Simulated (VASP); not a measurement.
LiTlTe2:

```
CELL_PARAMETERS angstrom
4.59800 0.00000 0.00000
0.00000 4.59800 0.00000
0.00000 0.00000 6.47346
ATOMIC_POSITIONS crystal
Li 0.00000 0.00000 0.00000
Te 0.00000 0.50000 0.23092
Te 0.50000 0.00000 0.76908
Tl 0.50000 0.50000 0.50000
```

Base run:

* Program: VASP 6.6.1
* Functional: PBE
* Potentials or basis: VASP PAW PBE potentials, release 64 (Li_sv, Te, Tl_d)
* Cutoff: 520 eV
* k mesh: 4 × 4 × 4
* Occupations: gaussian, width 0.01 eV
* Spin: no spin polarisation

Its results: band gap on the k mesh 0.15 eV.

**Question.** The run is repeated on the same cell with these changes: functional from PBE to r2SCAN. What comes out?

**Answer.** Band gap on the k mesh 0.39 eV.

Caveats: spin-orbit coupling is left out, which moves the levels of the heavy elements.

A k mesh can miss the band edges.
